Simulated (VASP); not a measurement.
**GdIrF: relaxation of cell and atoms with PBE**

The system is GdIrF.

```
CELL_PARAMETERS angstrom
3.80407 0.00000 0.00000
0.00000 3.80407 0.00000
0.00000 0.00000 4.39231
ATOMIC_POSITIONS crystal
Gd 0.50000 0.50000 0.50000
Ir 0.00000 0.00000 0.00000
F 0.50000 0.50000 0.00000
```

The cell was generated, and may not be a known phase.

```json
{
  "Program": "VASP 6.6.1",
  "Task": "relaxation of cell and atoms",
  "Functional": "PBE",
  "Potentials or basis": "VASP PAW PBE potentials, release 64 (Gd, Ir, F)",
  "Cutoff": "600 eV",
  "k mesh": "4 × 4 × 4",
  "Occupations": "gaussian, width 0.1 eV",
  "Spin": "collinear spin, ferromagnetic start",
  "Starting moments": "[7.0, 1.0, 0.0] μB",
  "Dipole correction": "no",
  "Further INCAR settings": "ALGO = Normal; EDIFF = 1e-06; IBRION = 2; EDIFFG = -0.04; NSW = 90; ISIF = 3"
}
```

The relaxed volume is 19.34 Å³/atom and the relaxed cell is a = 3.664 Å, b = 3.664 Å, c = 4.321 Å, α = 90.00°, β = 90.00°, γ = 90.00°. The space group after relaxing (to 0.1 Å) is P4/mmm (No. 123), the energy gained by relaxing is 30.5 meV/atom and the ionic steps are 11. The pressure after relaxing is 0.0 GPa and the net moment is 6.90 μB per cell. The site moments are Gd +6.78; Ir -0.15; F -0.01 μB and the valence electrons inside the program's atomic spheres are Gd 15.16; Ir 7.83; F 6.09.

The path:
| step | energy change (eV) | largest force (eV/Å) | pressure (GPa) | volume (Å³) |
| --- | --- | --- | --- | --- |
| 1 | 0.0000 | 0.0000 | -5.60 | 63.56 |
| 2 | -0.0035 | 0.0000 | 5.34 | 56.98 |
| 3 | -0.0683 | 0.0000 | -1.08 | 60.07 |
| 4 | -0.0682 | 0.0000 | -0.48 | 59.90 |
| 5 | -0.0683 | 0.0000 | -0.64 | 59.97 |
| 6 | -0.0899 | 0.0000 | 0.23 | 58.37 |
| 7 | -0.0910 | 0.0000 | 0.28 | 58.05 |
| 8 | -0.0904 | 0.0000 | 0.69 | 57.40 |
| 9 | -0.0912 | 0.0000 | 0.43 | 57.79 |
| 10 | -0.0910 | 0.0000 | -0.53 | 58.27 |
| 11 | -0.0916 | 0.0000 | 0.03 | 58.01 |

Final structure:
```yaml
crystal:
  lattice:
    - [3.66395, 0.00000, 0.00000]
    - [0.00000, 3.66395, 0.00000]
    - [0.00000, 0.00000, 4.32117]
  atoms:
    - { symbol: Gd, position: [0.50000, 0.50000, 0.50000] }
    - { symbol: Ir, position: [0.00000, 0.00000, 0.00000] }
    - { symbol: F, position: [0.50000, 0.50000, 0.00000] }
```

Levels at points of the mesh, in eV from the Fermi level:
Spin up:
```
           k point  band 16  band 17  band 18  band 19  band 20  band 21  band 22  band 23  band 24  band 25
(0.00, 0.00, 0.00)    -4.21    -2.75    -1.63    -1.27    -1.27    -0.86     1.02     3.50     4.10     4.10
(0.50, 0.00, 0.00)    -2.34    -1.31    -1.31    -1.02    -0.83     0.15     0.39     0.96     2.05     3.37
(0.50, 0.50, 0.00)    -3.32    -2.38    -2.38    -1.13    -0.10     0.18     3.10     3.10     3.63     3.63
(0.00, 0.00, 0.50)    -2.85    -2.39    -2.15    -1.04    -1.04    -0.80    -0.71     0.00     4.03     4.16
(0.50, 0.00, 0.50)    -2.73    -1.50    -1.40    -0.83     0.11     0.81     0.85     1.76     2.92     3.70
(0.50, 0.50, 0.50)    -1.84    -1.84    -1.13    -0.99    -0.64    -0.09     1.22     1.78     1.78     5.51
```
Spin down:
| k point | band 10 | band 11 | band 12 | band 13 | band 14 | band 15 | band 16 | band 17 | band 18 | band 19 |
| --- | --- | --- | --- | --- | --- | --- | --- | --- | --- | --- |
| (0.00, 0.00, 0.00) | -2.68 | -1.70 | -1.28 | -1.28 | -1.00 | 0.48 | 0.51 | 0.51 | 0.59 | 0.67 |
| (0.50, 0.00, 0.00) | -1.59 | -1.13 | -1.08 | -0.80 | -0.02 | 0.48 | 0.61 | 0.64 | 0.68 | 0.73 |
| (0.50, 0.50, 0.00) | -2.31 | -2.31 | -1.27 | -0.17 | 0.15 | 0.47 | 0.50 | 0.50 | 0.63 | 0.73 |
| (0.00, 0.00, 0.50) | -2.41 | -2.32 | -1.20 | -1.20 | -0.98 | -0.93 | 0.57 | 0.57 | 0.60 | 0.69 |
| (0.50, 0.00, 0.50) | -1.48 | -1.38 | -0.89 | -0.04 | 0.35 | 0.38 | 0.53 | 0.54 | 0.62 | 0.64 |
| (0.50, 0.50, 0.50) | -1.83 | -1.19 | -0.86 | -0.70 | -0.16 | 0.12 | 0.50 | 0.50 | 0.63 | 0.64 |

Run time: 11 min on 1 thread of Intel(R) Xeon(R) 6975P-C (Granite Rapids), on a shared host, peak memory 0.28 GiB.

Caveat: the k points lie up to 0.43 Å⁻¹ apart in the final cell; spin-orbit coupling is left out, which moves the levels of the heavy elements; a cell with one magnetic atom can't hold antiferromagnetic order, which such compounds often take; semilocal functionals describe open f shells poorly, which spoils levels, moments and volumes. With open d or f shells a metallic result of PBE can be an artefact of self-interaction; +U or a hybrid may open a gap.
